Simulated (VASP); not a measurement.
# Ge (P6_3/mmc) in VASP: notebook

Ge is run at these levels: r2SCAN; tasks: single point.

Everything below comes from runs of VASP 6.6.1. Logs are shortened: lines on timing, memory, paths and dates and some standing lists are left out, and cuts for length are marked.

**1. The cell of the first run**

Symmetry: P6_3/mmc, No. 194, hexagonal system. The conventional cell has a = 3.964 Å, b = 3.964 Å, c = 6.544 Å, α = 90.00°, β = 90.00°, γ = 120.00°. Ge (site symmetry 3m) has 4 Ge at 2.43 to 2.45 Å within 3.2 Å.

This isn't the form of Ge at room conditions, which is diamond.

**2. Single point, r2SCAN**

POSCAR reads:

```
Ge
1.0
    3.9639912520      0.0000000000      0.0000000000
   -1.9819956260      3.4329170951      0.0000000000
    0.0000000000      0.0000000000      6.5439184200
Ge
4
Direct
    0.6666666667      0.3333333333      0.0629010000
    0.3333333333      0.6666666667      0.5629010000
    0.6666666667      0.3333333333      0.4370990000
    0.3333333333      0.6666666667      0.9370990000
```

INCAR.step1 reads:

```
SYSTEM = Ge
ALGO = Normal
EDIFF = 1E-4
ENCUT = 520
GGA = PE
ISMEAR = -1
LASPH = .TRUE.
LCHARG = .FALSE.
LREAL = .FALSE.
LWAVE = .TRUE.
NBANDS = 36
NELM = 60
PREC = Accurate
SIGMA = 0.05
```

INCAR.step2 reads:

```
SYSTEM = Ge
ALGO = Normal
EDIFF = 1E-7
ENCUT = 520
ISIF = 2
ISMEAR = -1
ISTART = 1
LASPH = .TRUE.
LCHARG = .TRUE.
LELF = .TRUE.
LMIXTAU = .TRUE.
LREAL = .FALSE.
LVHAR = .TRUE.
LWAVE = .FALSE.
METAGGA = R2SCAN
NBANDS = 36
NELM = 60
PREC = Accurate
SIGMA = 0.05
```

KPOINTS reads:

```
k-points
0
G
  7 7 4
  0 0 0
```

Potentials or basis: VASP PAW PBE potentials, release 64 (Ge_d).

Started as:

```bash
$ cat potpaw_PBE.64/Ge_d/POTCAR > POTCAR
$ cp INCAR.step1 INCAR
$ mpirun -np 1 vasp_std > vasp.out
$ cp INCAR.step2 INCAR
$ mpirun -np 1 vasp_std > vasp.out
```

OUTCAR:

```text
SYSTEM = Ge
   EDIFF = 1E-7
   ENCUT = 520
   ISIF = 2
   ISMEAR = -1
   ISTART = 1
   LASPH = .TRUE.
   LREAL = .FALSE.
   METAGGA = R2SCAN
   NELM = 60
   PREC = Accurate

 ion  position               nearest neighbor table
   1  0.667  0.333  0.063-   4 2.43   4 2.43   4 2.43   3 2.45
   2  0.333  0.667  0.563-   3 2.43   3 2.43   3 2.43   4 2.45
   3  0.667  0.333  0.437-   2 2.43   2 2.43   2 2.43   1 2.45
   4  0.333  0.667  0.937-   1 2.43   1 2.43   1 2.43   2 2.45

  LATTYP: Found a hexagonal cell.
 ALAT       =     3.9639912520
 C/A-ratio  =     1.6508407824

  Lattice vectors:

 A1 = (   3.9639912520,   0.0000000000,   0.0000000000)
 A2 = (  -1.9819956260,   3.4329170951,   0.0000000000)
 A3 = (   0.0000000000,   0.0000000000,   6.5439184200)

Analysis of symmetry for initial positions (statically):
=====================================================================
 Subroutine PRICEL returns:
 Original cell was already a primitive cell.

 Routine SETGRP: Setting up the symmetry group for a
 hexagonal supercell.

 Subroutine GETGRP returns: Found 24 space group operations
 (whereof 12 operations were pure point group operations)
 out of a pool of 24 trial point group operations.

The static configuration has the point symmetry D_3d.
 The point group associated with its full space group is D_6h.

Analysis of symmetry for dynamics (positions and initial velocities):
=====================================================================
 Subroutine PRICEL returns:
 Original cell was already a primitive cell.

 Routine SETGRP: Setting up the symmetry group for a
 hexagonal supercell.

 Subroutine GETGRP returns: Found 24 space group operations
 (whereof 12 operations were pure point group operations)
 out of a pool of 24 trial point group operations.

The dynamic configuration has the point symmetry D_3d.
 The point group associated with its full space group is D_6h.

 Subroutine INISYM returns: Found 24 space group operations
 (whereof 12 operations are pure point group operations),
 and found     1 'primitive' translations

----------------------------------------------------------------------------------------

                                     Primitive cell

  volume of cell :      89.0500

  direct lattice vectors                    reciprocal lattice vectors
     3.963991252  0.000000000  0.000000000     0.252270991  0.145648726  0.000000000
    -1.981995626  3.432917095  0.000000000     0.000000000  0.291297451  0.000000000
     0.000000000  0.000000000  6.543918420     0.000000000  0.000000000  0.152813641

  length of vectors
     3.963991252  3.963991226  6.543918420     0.291297449  0.291297451  0.152813641

  position of ions in fractional coordinates (direct lattice)
     0.666666667  0.333333333  0.062901000
     0.333333333  0.666666667  0.562901000
     0.666666667  0.333333333  0.437099000
     0.333333333  0.666666667  0.937099000

  ion indices of the primitive-cell ions
   primitive index   ion index
                 1           1
                 2           2
                 3           3
                 4           4

----------------------------------------------------------------------------------------

 KPOINTS: k-points

Automatic generation of k-mesh.
 Grid dimensions read from file:
 generate k-points for:    7    7    4

 Generating k-lattice:

  Cartesian coordinates                     Fractional coordinates (reciprocal lattice)
     0.036038713  0.020806961  0.000000000     0.142857143  0.000000000  0.000000000
     0.000000000  0.041613922  0.000000000     0.000000000  0.142857143  0.000000000
     0.000000000  0.000000000  0.038203410     0.000000000  0.000000000  0.250000000

  Length of vectors
     0.041613921  0.041613922  0.038203410

  Shift w.r.t. Gamma in fractional coordinates (k-lattice)
     0.000000000  0.000000000  0.000000000

 Subroutine IBZKPT returns following result:
 ===========================================

 Found     24 irreducible k-points:

 Following reciprocal coordinates:
            Coordinates               Weight
  0.000000  0.000000  0.000000      1.000000
  0.142857  0.000000  0.000000      6.000000
  0.285714  0.000000  0.000000      6.000000
  0.428571  0.000000  0.000000      6.000000
  0.142857  0.142857  0.000000      6.000000
  0.285714  0.142857  0.000000     12.000000
[... 16 lines left out ...]
  0.428571  0.142857  0.500000      6.000000
  0.285714  0.285714  0.500000      6.000000
   k-points           NKPTS =     24   k-points in BZ     NKDIM =     24   number of bands    NBANDS=     36
   number of dos      NEDOS =    301   number of ions     NIONS =      4
   total plane-waves  NPLWV =  45000
   dimension x,y,z NGX =    30 NGY =   30 NGZ =   50
   dimension x,y,z NGXF=    60 NGYF=   60 NGZF=  100
   ions per type =               4
   NGX,Y,Z   is equivalent  to a cutoff of  12.58, 12.58, 12.70 a.u.
   NGXF,Y,Z  is equivalent  to a cutoff of  25.16, 25.16, 25.40 a.u.
 SYSTEM =  Ge
   PREC   = accura    normal or accurate (medium, high low for compatibility)
   ISTART =      1    job   : 0-new  1-cont  2-samecut
   ICHARG =      0    charge: 1-file 2-atom 10-const
   ISPIN  =      1    spin polarized calculation?
   LNONCOLLINEAR =      F non collinear calculations
   LSORBIT =      F    spin-orbit coupling
   LASPH  =      T    aspherical Exc in radial PAW
   ENCUT  =  520.0 eV  38.22 Ry    6.18 a.u.   7.37  7.37 12.17*2*pi/ulx,y,z
   NELM   =     60;   NELMIN=  2; NELMDL=  0     # of ELM steps
   EDIFF  = 0.1E-06   stopping-criterion for ELM
   LREAL  =      F    real-space projection
   EDIFFG = 0.1E-05   stopping-criterion for IOM
   NSW    =      0    number of steps for IOM
   IBRION =     -1    ionic relax: 0-MD 1-quasi-New 2-CG
   NFREE  =      0    steps in history (QN), initial steepest desc. (CG)
   ISIF   =      2    stress and relaxation
   ISYM   =      2    0-nonsym 1-usesym 2-fastsym
   POTIM  = 0.5000    time-step for ionic-motion
   TEBEG  =    0.0;   TEEND  =   0.0 temperature during run
   PSTRESS=    0.0 pullay stress
   NELECT =      56.0000    total number of electrons
   NUPDOWN=      -1.0000    fix difference up-down
   EMIN   =  10.00;   EMAX   =-10.00  energy-range for DOS
   EFERMI =   0.00;   METHOD = LEGACY
   ISMEAR =    -1;   SIGMA  =   0.05  broadening in eV -4-tet -1-fermi 0-gaus
   EFERMI_NEDOS =   21; number of points for ismear=-14 and -15
   IALGO  =     38    algorithm
   IMIX   =      4    mixing-type and parameters
     AMIX     =   0.40;   BMIX     =  1.00
     AMIX_MAG =   1.60;   BMIX_MAG =  1.00
  volume/ion in A,a.u.               =      22.26       150.23
  Fermi-wavevector in a.u.,A,eV,Ry     =   1.402575  2.650483 26.765622  1.967218
  Thomas-Fermi vector in A             =   2.525323
   LORBIT       =      0    0 simple, 1 ext, 2 COOP (PROOUT), +10 PAW based schemes
   METAGGA = R2SCAN    functional components
   LHFCALC =     F    Hartree Fock is set to
   AEXX    =    0.0000 exact exchange contribution
   IVDW    =     0    specifies the selected vdW correction
   LEPSILON=     F    determine dielectric tensor
   LRPA    =     F    only Hartree local field effects (RPA)
 non-spin polarized calculation
  energy-cutoff  :      520.00
  volume of cell :       89.05
 maximum number of plane-waves:      2436
 NGX is ok and might be reduce to    30
   NGX = 15   NGY = 15   NGZ = 25

 number of electron      56.0000041 magnetization

 Free energy of the ion-electron system (eV)
  ---------------------------------------------------
  ext. energy  EPLUGINS =         0.00000000
  ---------------------------------------------------
  free energy    TOTEN  =       -55.38837590 eV

  energy without entropy =      -55.38758474  energy(sigma->0) =      -55.38798032

 E-fermi :   5.2406     XC(G=0): -10.9016

 val. band max:        5.1543181859   @ k =   0.0000   0.0000   0.0000
 cond. band min:       5.2856832938   @ k =   0.0000   0.0000   0.0000
 fundamental gap:      0.1313651080
 Fermi energy:         5.2405916818

 k-point     1 :       0.0000    0.0000    0.0000
  band No.  band energies     occupation
      1     -20.5909      2.00000
      2     -20.5909      2.00000
      3     -20.5495      2.00000
      4     -20.5478      2.00000
      5     -20.5478      2.00000
      6     -20.5356      2.00000
[... 28 lines left out ...]
     35       9.8986      0.00000
     36      11.7799      0.00000

 k-point     2 :       0.1429    0.0000    0.0000
  band No.  band energies     occupation
      1     -20.6030      2.00000
      2     -20.5950      2.00000
      3     -20.5615      2.00000
      4     -20.5549      2.00000
      5     -20.5475      2.00000
      6     -20.5213      2.00000
[... 28 lines left out ...]
     35      10.8209      0.00000
     36      11.4392      0.00000

 k-point     3 :       0.2857    0.0000    0.0000
  band No.  band energies     occupation
      1     -20.6126      2.00000
      2     -20.5996      2.00000
      3     -20.5789      2.00000
      4     -20.5651      2.00000
      5     -20.5402      2.00000
      6     -20.5077      2.00000
[... 28 lines left out ...]
     35      12.5615      0.00000
     36      12.5947      0.00000

 k-point     4 :       0.4286    0.0000    0.0000
  band No.  band energies     occupation
      1     -20.6094      2.00000
      2     -20.6007      2.00000
      3     -20.5943      2.00000
      4     -20.5703      2.00000
      5     -20.5245      2.00000
      6     -20.5022      2.00000
[... 28 lines left out ...]
     35      12.8642      0.00000
     36      14.0685      0.00000

 k-point     5 :       0.1429    0.1429    0.0000
  band No.  band energies     occupation
      1     -20.6098      2.00000
      2     -20.6034      2.00000
      3     -20.5721      2.00000
      4     -20.5673      2.00000
      5     -20.5381      2.00000
      6     -20.5126      2.00000
[... 655 lines left out ...]
 k-point    22 :       0.2857    0.1429    0.5000
  band No.  band energies     occupation
      1     -20.5953      2.00000
      2     -20.5953      2.00000
      3     -20.5829      2.00000
      4     -20.5829      2.00000
      5     -20.5230      2.00000
      6     -20.5230      2.00000
[... 28 lines left out ...]
     35      11.7826      0.00000
     36      11.7826      0.00000

 k-point    23 :       0.4286    0.1429    0.5000
  band No.  band energies     occupation
      1     -20.5978      2.00000
      2     -20.5978      2.00000
      3     -20.5828      2.00000
      4     -20.5828      2.00000
      5     -20.5164      2.00000
      6     -20.5164      2.00000
[... 28 lines left out ...]
     35      13.7096      0.00000
     36      13.7096      0.00000

 k-point    24 :       0.2857    0.2857    0.5000
  band No.  band energies     occupation
      1     -20.6056      2.00000
      2     -20.6056      2.00000
      3     -20.5830      2.00000
      4     -20.5830      2.00000
      5     -20.5127      2.00000
      6     -20.5127      2.00000
[... 28 lines left out ...]
     35      11.6132      0.00000
     36      11.6132      0.00000

------------------------ aborting loop because EDIFF is reached ----------------------------------------

  FORCE on cell =-STRESS in cart. coord.  units (eV):
  Direction    XX          YY          ZZ          XY          YZ          ZX
  --------------------------------------------------------------------------------------
  -------------------------------------------------------------------------------------
  Total        1.0856397      1.0856397      1.0533413      0.0000000      0.0000000      0.0000000
  in kB       19.5327063     19.5327060     18.9515969      0.0000000      0.0000000      0.0000000
  external PRESSURE =      19.3390030 kB  Pullay stress =       0.0000000 kB

 VOLUME and BASIS-vectors are now :
 -----------------------------------------------------------------------------
  energy-cutoff  :      520.00
  volume of cell :       89.05
      direct lattice vectors                 reciprocal lattice vectors
     3.963991252  0.000000000  0.000000000     0.252270991  0.145648726  0.000000000
    -1.981995626  3.432917095  0.000000000     0.000000000  0.291297451  0.000000000
     0.000000000  0.000000000  6.543918420     0.000000000  0.000000000  0.152813641

 POSITION                                       TOTAL-FORCE (eV/Angst)
 -----------------------------------------------------------------------------------
      1.98200      1.14431      0.41162        -0.000000     -0.000000      0.015773
     -0.00000      2.28861      3.68358         0.000000      0.000000      0.015773
      1.98200      1.14431      2.86034        -0.000000     -0.000000     -0.015773
     -0.00000      2.28861      6.13230         0.000000      0.000000     -0.015773
 -----------------------------------------------------------------------------------
    total drift:                               -0.000000      0.000000      0.000000

  FREE ENERGIE OF THE ION-ELECTRON SYSTEM (eV)
  ---------------------------------------------------
  free  energy   TOTEN  =       -55.3883759006 eV

  energy  without entropy=      -55.3875847420  energy(sigma->0) =      -55.38798032
```

It took 9 min on 1 thread of Intel Xeon 8259CL, shared host; peak memory 0.23 GiB.

What came out:

| Property | Result |
| --- | --- |
| Free energy | -55.3884 eV |
| Pressure | 1.9 GPa |
| Largest force | 0.016 eV/Å |
| Band gap on the k mesh | 0.13 eV |

Forces in eV/Å, atoms in the order of the input:
```
Ge   0.000  0.000  0.016
Ge   0.000  0.000  0.016
Ge   0.000  0.000 -0.016
Ge   0.000  0.000 -0.016
```

Caveat: the PAW data sets were made with another functional, which shifts forces and pressure a little; an odd mesh through Γ misses points on the zone boundary, where band edges can lie.

**3. Single point, r2SCAN**

This run uses another cell than the first one, of 22.83 Å³/atom.

POSCAR reads:

```
Ge
1.0
    3.9975860000      0.0000000000      0.0000000000
   -1.9987930000      3.4620110000      0.0000000000
    0.0000000000      0.0000000000      6.5993780000
Ge
4
Direct
    0.6666666667      0.3333333333      0.0629010000
    0.3333333333      0.6666666667      0.5629010000
    0.6666666667      0.3333333333      0.4370990000
    0.3333333333      0.6666666667      0.9370990000
```

INCAR.step1 reads:

```
SYSTEM = Ge
  PREC = Accurate
  ENCUT = 520
  ISMEAR = -1
  SIGMA = 0.05
  LREAL = .False.
  LASPH = .True.
  NELM = 60
  NBANDS = 36
  GGA = PE
  ALGO = Normal
  EDIFF = 1E-4
  LWAVE = .True.
  LCHARG = .False.
```

INCAR.step2 reads:

```
SYSTEM = Ge
  PREC = Accurate
  ENCUT = 520
  EDIFF = 1E-7
  ISMEAR = -1
  SIGMA = 0.05
  LREAL = .False.
  LASPH = .True.
  NELM = 60
  ALGO = Normal
  ISIF = 2
  LWAVE = .False.
  LCHARG = .False.
  METAGGA = R2SCAN
  LMIXTAU = .True.
  NBANDS = 36
  ISTART = 1
```

KPOINTS reads:

```
regular mesh
0
Gamma
  7 7 4
  0 0 0
```

Potentials or basis: VASP PAW PBE potentials, release 64 (Ge_d).

Started as:

```bash
$ cat potpaw_PBE.64/Ge_d/POTCAR > POTCAR
$ cp INCAR.step1 INCAR
$ mpirun -np 1 vasp_std > vasp.out
$ cp INCAR.step2 INCAR
$ mpirun -np 1 vasp_std > vasp.out
```

It took 8.7 min on 1 thread of Intel Xeon 8259CL, shared host; peak memory 0.24 GiB.

It converged, with:

```yaml
Free_energy: -55.4028 eV
Pressure: 0.0 GPa
Largest_force: 0.010 eV/Å
Band_gap_on_the_k_mesh: 0.07 eV
```

Forces in eV/Å, atoms in the order of the input:
```
Ge   0.000  0.000  0.010
Ge   0.000  0.000  0.010
Ge   0.000  0.000 -0.010
Ge   0.000  0.000 -0.010
```

Stress tensor (GPa, compression positive):
```
 0.05  0.00  0.00
 0.00  0.05  0.00
 0.00  0.00 -0.08
```

Levels at points of the mesh, in eV from the valence-band top:
```
           k point  band 25  band 26  band 27  band 28  band 29  band 30  band 31  band 32
(0.00, 0.00, 0.00)    -1.68    -0.29     0.00     0.00     0.07     0.24     2.30     2.30
(0.00, 0.00, 0.50)    -1.02    -1.02    -1.02    -1.02     0.85     0.85     3.46     3.46
```

Caveat: the PAW data sets were made with another functional, which shifts forces and pressure a little; an odd mesh through Γ misses points on the zone boundary, where band edges can lie.

(Continued in part 2 of 2.)
